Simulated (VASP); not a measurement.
# FeCo (Pm-3m) in VASP: notebook

FeCo is run at these levels: PBEsol; tasks: single point.

All numbers are computed with VASP 6.6.1; they aren't measurements. Logs are shortened: lines on timing, memory, paths and dates and some standing lists are left out, and cuts for length are marked.

## 1. The cell of the first run

Symmetry: Pm-3m, No. 221, cubic system. Conventional cell: a = 2.770 Å, b = 2.770 Å, c = 2.770 Å, α = 90.00°, β = 90.00°, γ = 90.00°. Fe (site symmetry m-3m) has 8 Co at 2.40 Å and 6 Fe at 2.77 Å within 3.2 Å. Within 3.2 Å of Co (site symmetry m-3m) lie 8 Fe at 2.40 Å and 6 Co at 2.77 Å.

## 2. Single point, PBEsol, collinear spin, ferromagnetic start

File INCAR:

```
SYSTEM = FeCo
ALGO = Normal ; EDIFF = 1E-6
ENCUT = 600 ; GGA = PS
GGA_COMPAT = .FALSE. ; ISIF = 2
ISMEAR = 0 ; ISPIN = 2
LASPH = .TRUE. ; LCHARG = .FALSE.
LMAXMIX = 4 ; LORBIT = 11
LREAL = .FALSE. ; LWAVE = .FALSE.
MAGMOM = 2.99 1.99 ; NBANDS = 20
NELM = 200 ; PREC = Accurate
SIGMA = 0.1
```

File KPOINTS:

```
k-points
0
G
  14 14 14
  0 0 0
```

File POSCAR:

```
FeCo
1.0
    2.7696589292      0.0000000000      0.0000000000
    0.0000000000      2.7696589292      0.0000000000
    0.0000000000      0.0000000000      2.7696589292
Fe Co
1 1
Direct
    0.0000000000      0.0000000000      0.0000000000
    0.5000000000      0.5000000000      0.5000000000
```

Potentials or basis: VASP PAW PBE potentials, release 64 (Fe, Co).

On the command line:

```console
$ cat potpaw_PBE.64/Fe/POTCAR potpaw_PBE.64/Co/POTCAR > POTCAR
$ mpirun -np 1 vasp_std > vasp.out
```

OUTCAR:

```text
SYSTEM = FeCo
   EDIFF = 1E-6
   ENCUT = 600
   GGA = PS
   ISIF = 2
   ISMEAR = 0
   ISPIN = 2
   LASPH = .TRUE.
   LORBIT = 11
   LREAL = .FALSE.
   NELM = 200
   PREC = Accurate

 ion  position               nearest neighbor table
   1  0.000  0.000  0.000-   2 2.40   2 2.40   2 2.40   2 2.40   2 2.40   2 2.40   2 2.40   2 2.40

   2  0.500  0.500  0.500-   1 2.40   1 2.40   1 2.40   1 2.40   1 2.40   1 2.40   1 2.40   1 2.40

  LATTYP: Found a simple cubic cell.
 ALAT       =     2.7696589292

  Lattice vectors:

 A1 = (   2.7696589292,   0.0000000000,   0.0000000000)
 A2 = (   0.0000000000,   2.7696589292,   0.0000000000)
 A3 = (   0.0000000000,   0.0000000000,   2.7696589292)

Analysis of symmetry for initial positions (statically):
=====================================================================
 Subroutine PRICEL returns:
 Original cell was already a primitive cell.

 Routine SETGRP: Setting up the symmetry group for a
 simple cubic supercell.

 Subroutine GETGRP returns: Found 48 space group operations
 (whereof 48 operations were pure point group operations)
 out of a pool of 48 trial point group operations.

The static configuration has the point symmetry O_h .

Analysis of symmetry for dynamics (positions and initial velocities):
=====================================================================
 Subroutine PRICEL returns:
 Original cell was already a primitive cell.

 Routine SETGRP: Setting up the symmetry group for a
 simple cubic supercell.

 Subroutine GETGRP returns: Found 48 space group operations
 (whereof 48 operations were pure point group operations)
 out of a pool of 48 trial point group operations.

The dynamic configuration has the point symmetry O_h .

Analysis of structural, dynamic, and magnetic symmetry:
=====================================================================
 Subroutine PRICEL returns:
 Original cell was already a primitive cell.

 Routine SETGRP: Setting up the symmetry group for a
 simple cubic supercell.

 Subroutine GETGRP returns: Found 48 space group operations
 (whereof 48 operations were pure point group operations)
 out of a pool of 48 trial point group operations.

The overall configuration has the point symmetry O_h .

 Subroutine INISYM returns: Found 48 space group operations
 (whereof 48 operations are pure point group operations),
 and found     1 'primitive' translations

----------------------------------------------------------------------------------------

                                     Primitive cell

  volume of cell :      21.2461

  direct lattice vectors                    reciprocal lattice vectors
     2.769658929  0.000000000  0.000000000     0.361055287  0.000000000  0.000000000
     0.000000000  2.769658929  0.000000000     0.000000000  0.361055287  0.000000000
     0.000000000  0.000000000  2.769658929     0.000000000  0.000000000  0.361055287

  length of vectors
     2.769658929  2.769658929  2.769658929     0.361055287  0.361055287  0.361055287

  position of ions in fractional coordinates (direct lattice)
     0.000000000  0.000000000  0.000000000
     0.500000000  0.500000000  0.500000000

  ion indices of the primitive-cell ions
   primitive index   ion index
                 1           1
                 2           2

----------------------------------------------------------------------------------------

 KPOINTS: k-points

Automatic generation of k-mesh.
 Grid dimensions read from file:
 generate k-points for:   14   14   14

 Generating k-lattice:

  Cartesian coordinates                     Fractional coordinates (reciprocal lattice)
     0.025789663  0.000000000  0.000000000     0.071428571  0.000000000  0.000000000
     0.000000000  0.025789663  0.000000000     0.000000000  0.071428571  0.000000000
     0.000000000  0.000000000  0.025789663     0.000000000  0.000000000  0.071428571

  Length of vectors
     0.025789663  0.025789663  0.025789663

  Shift w.r.t. Gamma in fractional coordinates (k-lattice)
     0.000000000  0.000000000  0.000000000

 Subroutine IBZKPT returns following result:
 ===========================================

 Found    120 irreducible k-points:

 Following reciprocal coordinates:
            Coordinates               Weight
  0.000000  0.000000  0.000000      1.000000
  0.071429  0.000000  0.000000      6.000000
  0.142857  0.000000  0.000000      6.000000
  0.214286  0.000000  0.000000      6.000000
  0.285714  0.000000  0.000000      6.000000
  0.357143  0.000000  0.000000      6.000000
[... 16 lines left out ...]
  0.285714  0.214286  0.000000     24.000000
  0.357143  0.214286  0.000000     24.000000
 [... further k-points ...]
   k-points           NKPTS =    120   k-points in BZ     NKDIM =    120   number of bands    NBANDS=     20
   number of dos      NEDOS =    301   number of ions     NIONS =      2
   total plane-waves  NPLWV =  13824
   dimension x,y,z NGX =    24 NGY =   24 NGZ =   24
   dimension x,y,z NGXF=    48 NGYF=   48 NGZF=   48
   ions per type =               1   1
   NGX,Y,Z   is equivalent  to a cutoff of  14.41, 14.41, 14.41 a.u.
   NGXF,Y,Z  is equivalent  to a cutoff of  28.81, 28.81, 28.81 a.u.
 SYSTEM =  FeCo
   PREC   = accura    normal or accurate (medium, high low for compatibility)
   ISTART =      0    job   : 0-new  1-cont  2-samecut
   ICHARG =      2    charge: 1-file 2-atom 10-const
   ISPIN  =      2    spin polarized calculation?
   LNONCOLLINEAR =      F non collinear calculations
   LSORBIT =      F    spin-orbit coupling
   LASPH  =      T    aspherical Exc in radial PAW
   ENCUT  =  600.0 eV  44.10 Ry    6.64 a.u.   5.53  5.53  5.53*2*pi/ulx,y,z
   NELM   =    200;   NELMIN=  2; NELMDL= -5     # of ELM steps
   EDIFF  = 0.1E-05   stopping-criterion for ELM
   LREAL  =      F    real-space projection
   EDIFFG = 0.1E-04   stopping-criterion for IOM
   NSW    =      0    number of steps for IOM
   IBRION =     -1    ionic relax: 0-MD 1-quasi-New 2-CG
   NFREE  =      0    steps in history (QN), initial steepest desc. (CG)
   ISIF   =      2    stress and relaxation
   ISYM   =      2    0-nonsym 1-usesym 2-fastsym
   POTIM  = 0.5000    time-step for ionic-motion
   TEBEG  =    0.0;   TEEND  =   0.0 temperature during run
   PSTRESS=    0.0 pullay stress
   NELECT =      17.0000    total number of electrons
   NUPDOWN=      -1.0000    fix difference up-down
   EMIN   =  10.00;   EMAX   =-10.00  energy-range for DOS
   EFERMI =   0.00;   METHOD = LEGACY
   ISMEAR =     0;   SIGMA  =   0.10  broadening in eV -4-tet -1-fermi 0-gaus
   EFERMI_NEDOS =   21; number of points for ismear=-14 and -15
   IALGO  =     38    algorithm
   IMIX   =      4    mixing-type and parameters
     AMIX     =   0.40;   BMIX     =  1.00
     AMIX_MAG =   1.60;   BMIX_MAG =  1.00
  volume/ion in A,a.u.               =      10.62        71.69
  Fermi-wavevector in a.u.,A,eV,Ry     =   1.519841  2.872083 31.428328  2.309917
  Thomas-Fermi vector in A             =   2.628772
   LORBIT       =     11    0 simple, 1 ext, 2 COOP (PROOUT), +10 PAW based schemes
   GGA     = PS    functional components
   LHFCALC =     F    Hartree Fock is set to
   AEXX    =    0.0000 exact exchange contribution
   IVDW    =     0    specifies the selected vdW correction
   LEPSILON=     F    determine dielectric tensor
   LRPA    =     F    only Hartree local field effects (RPA)
 spin polarized calculation
 Gauss-broadening in eV      SIGMA  =   0.10
  energy-cutoff  :      600.00
  volume of cell :       21.25
 maximum number of plane-waves:       739
 NGX is ok and might be reduce to    24
   NGX = 11   NGY = 11   NGZ = 11

 number of electron      17.0000002 magnetization       4.4006869

 Free energy of the ion-electron system (eV)
  ---------------------------------------------------
  ext. energy  EPLUGINS =         0.00000000
  ---------------------------------------------------
  free energy    TOTEN  =       -16.69745323 eV

  energy without entropy =      -16.68893782  energy(sigma->0) =      -16.69319552

 E-fermi :   8.8839     XC(G=0): -13.6770

 val. band max:        8.8803832395   @ k =   0.3571   0.0000   0.0000
 cond. band min:       8.8841895285   @ k =   0.3571   0.1429   0.0000
 fundamental gap:      0.0038062889
 Fermi energy:         8.8838813748

 spin component 1

 k-point     1 :       0.0000    0.0000    0.0000
  band No.  band energies     occupation
      1      -0.6764      1.00000
      2       3.0870      1.00000
      3       3.0870      1.00000
      4       5.6814      1.00000
      5       5.6814      1.00000
      6       5.6814      1.00000
[... 12 lines left out ...]
     19      34.0968      0.00000
     20      34.0968      0.00000
[... 507 lines left out ...]
 k-point    24 :       0.3571    0.2143    0.0000
  band No.  band energies     occupation
      1       2.3465      1.00000
      2       3.7444      1.00000
      3       4.6086      1.00000
      4       5.0991      1.00000
      5       5.5353      1.00000
      6       5.7438      1.00000
[... 12 lines left out ...]
     19      32.7127      0.00000
     20      35.3503      0.00000

 [... further k-points ...]

 spin component 2

 k-point     1 :       0.0000    0.0000    0.0000
  band No.  band energies     occupation
      1      -0.4114      1.00000
      2       4.8535      1.00000
      3       4.8535      1.00000
      4       7.5699      1.00000
      5       7.5699      1.00000
      6       7.5699      1.00000
[... 12 lines left out ...]
     19      34.0442      0.00000
     20      34.0442      0.00000
[... 507 lines left out ...]
 k-point    24 :       0.3571    0.2143    0.0000
  band No.  band energies     occupation
      1       2.8214      1.00000
      2       5.2134      1.00000
      3       6.3118      1.00000
      4       6.8958      1.00000
      5       7.1976      1.00000
      6       7.5201      1.00000
[... 12 lines left out ...]
     19      33.1728      0.00000
     20      35.9114      0.00000

 [... further k-points ...]

------------------------ aborting loop because EDIFF is reached ----------------------------------------

  FORCE on cell =-STRESS in cart. coord.  units (eV):
  Direction    XX          YY          ZZ          XY          YZ          ZX
  --------------------------------------------------------------------------------------
  -------------------------------------------------------------------------------------
  Total        0.9676507      0.9676507      0.9676507     -0.0000000      0.0000000     -0.0000000
  in kB       72.9710048     72.9710048     72.9710048     -0.0000000      0.0000000     -0.0000000
  external PRESSURE =      72.9710048 kB  Pullay stress =       0.0000000 kB

 VOLUME and BASIS-vectors are now :
 -----------------------------------------------------------------------------
  energy-cutoff  :      600.00
  volume of cell :       21.25
      direct lattice vectors                 reciprocal lattice vectors
     2.769658929  0.000000000  0.000000000     0.361055287  0.000000000  0.000000000
     0.000000000  2.769658929  0.000000000     0.000000000  0.361055287  0.000000000
     0.000000000  0.000000000  2.769658929     0.000000000  0.000000000  0.361055287

 POSITION                                       TOTAL-FORCE (eV/Angst)
 -----------------------------------------------------------------------------------
      0.00000      0.00000      0.00000         0.000000      0.000000      0.000000
      1.38483      1.38483      1.38483         0.000000      0.000000      0.000000
 -----------------------------------------------------------------------------------
    total drift:                                0.000000      0.000000     -0.000000

  FREE ENERGIE OF THE ION-ELECTRON SYSTEM (eV)
  ---------------------------------------------------
  free  energy   TOTEN  =       -16.6974532299 eV

  energy  without entropy=      -16.6889378154  energy(sigma->0) =      -16.69319552

 total charge

# of ion       s       p       d       tot
------------------------------------------
    1        0.508   0.600   6.225   7.333
    2        0.518   0.581   7.289   8.388
--------------------------------------------------
tot          1.025   1.182  13.514  15.721

 magnetization (x)

# of ion       s       p       d       tot
------------------------------------------
    1       -0.003  -0.039   2.697   2.655
    2       -0.009  -0.045   1.777   1.723
--------------------------------------------------
tot         -0.011  -0.084   4.474   4.378
```

It took 49 s on 1 thread of AMD EPYC 9R45 (Zen 5), shared host; peak memory 0.19 GiB.

Results:

| Property | Result |
| --- | --- |
| Free energy | -16.6975 eV |
| Pressure | 7.3 GPa |
| Net moment | 4.40 μB per cell |
| Site moments | Fe +2.65; Co +1.72 μB |
| Valence electrons inside the program's atomic spheres | Fe 7.33; Co 8.39 |

Caveat: the PAW data sets were made with another functional, which shifts forces and pressure a little.

## 3. Single point, PBEsol, collinear spin, ferromagnetic start

This run uses another cell than the first one, of 10.85 Å³/atom, 1.021 times its volume.

File INCAR:

```
PREC = Accurate ; ENCUT = 600
EDIFF = 1E-6 ; ISMEAR = 0
SIGMA = 0.1 ; LREAL = F
LASPH = T ; NELM = 200
ALGO = Normal ; ISIF = 2
LWAVE = F ; LCHARG = F
ISPIN = 2 ; MAGMOM = 3.02 2
LORBIT = 11 ; LMAXMIX = 4
GGA = PS ; NBANDS = 20
GGA_COMPAT = F
```

File KPOINTS:

```
regular mesh
0
Gamma
  14 14 14
```

File POSCAR:

```
FeCo
1.0
    2.7892378952      0.0000000000      0.0000000000
    0.0000000000      2.7892378952      0.0000000000
    0.0000000000      0.0000000000      2.7892378952
Fe Co
1 1
Direct
    0.0000000000      0.0000000000      0.0000000000
    0.5000000000      0.5000000000      0.5000000000
```

Potentials or basis: VASP PAW PBE potentials, release 64 (Fe, Co).

On the command line:

```console
$ cat potpaw_PBE.64/Fe/POTCAR potpaw_PBE.64/Co/POTCAR > POTCAR
$ mpirun -np 1 vasp_std > vasp.out
```

Wall time 47 s (1 thread of AMD EPYC 9R45 (Zen 5), shared host); peak memory 0.19 GiB.

Results (log left out):

```yaml
Free_energy: -16.7112 eV
Pressure: 2.4 GPa
Net_moment: 4.45 μB per cell
Site_moments: Fe +2.70; Co +1.74 μB
Valence_electrons_inside_the_program's_atomic_spheres: Fe 7.28; Co 8.35
```

Levels at points of the mesh, in eV from the Fermi level:
Spin up:
| k point | band 9 | band 10 | band 11 | band 12 | band 13 | band 14 |
| --- | --- | --- | --- | --- | --- | --- |
| (0.00, 0.00, 0.00) | -0.76 | -0.76 | -0.76 | 9.43 | 9.43 | 9.43 |
| (0.50, 0.00, 0.00) | -2.00 | -1.99 | -0.78 | -0.41 | 16.65 | 16.65 |
| (0.50, 0.50, 0.00) | -0.49 | -0.49 | -0.23 | -0.23 | 6.58 | 6.79 |
| (0.50, 0.50, 0.50) | -1.55 | -1.55 | 8.00 | 8.00 | 8.00 | 8.08 |
Spin down:
```tsv
k point	band 2	band 3	band 4	band 5	band 6	band 7	band 8	band 9	band 10	band 11
(0.00, 0.00, 0.00)	-3.89	-3.89	-1.26	-1.26	-1.26	0.75	0.75	1.63	1.63	1.63
(0.50, 0.00, 0.00)	-4.79	-1.93	-1.36	-1.20	-1.20	-0.39	-0.36	-0.36	0.69	1.21
(0.50, 0.50, 0.00)	-4.44	-2.49	-2.49	-0.01	-0.01	0.46	0.50	0.79	1.49	1.88
(0.50, 0.50, 0.50)	-2.79	-2.79	-2.42	-2.42	-2.42	0.54	0.54	1.54	1.54	8.87
```

Caveat: the PAW data sets were made with another functional, which shifts forces and pressure a little.

## 4. Single point, PBEsol, collinear spin, ferromagnetic start

This run uses another cell than the first one, of 11.00 Å³/atom, 1.036 times its volume.

File INCAR:

```
PREC = Accurate ; ENCUT = 600
EDIFF = 1E-6 ; ISMEAR = 0
SIGMA = 0.1 ; LREAL = F
LASPH = T ; NELM = 200
ALGO = Normal ; ISIF = 2
LWAVE = F ; LCHARG = T
ISPIN = 2 ; MAGMOM = 3.15 2.07
LORBIT = 11 ; LMAXMIX = 4
GGA = PS ; LELF = T
LVHAR = T ; NBANDS = 20
GGA_COMPAT = F
```

KPOINTS is that of step 3.

File POSCAR:

```
FeCo
1.0
    2.8022451011      0.0000000000      0.0000000000
    0.0000000000      2.8022451011      0.0000000000
    0.0000000000      0.0000000000      2.8022451011
Fe Co
1 1
Direct
    0.0000000000      0.0000000000      0.0000000000
    0.5000000000      0.5000000000      0.5000000000
```

On the command line:

```console
$ cat potpaw_PBE.64/Fe/POTCAR potpaw_PBE.64/Co/POTCAR > POTCAR
$ mpirun -np 1 vasp_std > vasp.out
```

Wall time 45 s (1 thread of AMD EPYC 9R45 (Zen 5), shared host); peak memory 0.2 GiB.

It converged, with:

```yaml
Free_energy: -16.7129 eV
Pressure: -0.4 GPa
Net_moment: 4.48 μB per cell
Site_moments: Fe +2.72; Co +1.75 μB
Valence_electrons_inside_the_program's_atomic_spheres: Fe 7.25; Co 8.32
```

Levels at points of the mesh, in eV from the Fermi level:
Spin up:
| k point | band 8 | band 9 | band 10 | band 11 | band 12 | band 13 | band 14 | band 15 |
| --- | --- | --- | --- | --- | --- | --- | --- | --- |
| (0.00, 0.00, 0.00) | -1.93 | -0.80 | -0.80 | -0.80 | 9.33 | 9.33 | 9.33 | 15.13 |
| (0.50, 0.00, 0.00) | -2.66 | -2.01 | -1.99 | -0.80 | -0.46 | 16.46 | 16.46 | 16.67 |
| (0.50, 0.50, 0.00) | -1.62 | -0.53 | -0.53 | -0.23 | -0.23 | 6.45 | 6.65 | 18.04 |
| (0.50, 0.50, 0.50) | -1.84 | -1.58 | -1.58 | 7.89 | 7.89 | 7.89 | 7.97 | 7.97 |
Spin down:
| k point | band 2 | band 3 | band 4 | band 5 | band 6 | band 7 | band 8 | band 9 | band 10 | band 11 |
| --- | --- | --- | --- | --- | --- | --- | --- | --- | --- | --- |
| (0.00, 0.00, 0.00) | -3.81 | -3.81 | -1.23 | -1.23 | -1.23 | 0.75 | 0.75 | 1.61 | 1.61 | 1.61 |
| (0.50, 0.00, 0.00) | -4.74 | -1.88 | -1.32 | -1.18 | -1.18 | -0.37 | -0.34 | -0.34 | 0.69 | 1.19 |
| (0.50, 0.50, 0.00) | -4.36 | -2.44 | -2.44 | -0.02 | -0.02 | 0.46 | 0.50 | 0.79 | 1.48 | 1.85 |
| (0.50, 0.50, 0.50) | -2.74 | -2.74 | -2.37 | -2.37 | -2.37 | 0.54 | 0.54 | 1.53 | 1.53 | 8.76 |

Caveat: the PAW data sets were made with another functional, which shifts forces and pressure a little.

[end of part 1 of 2]
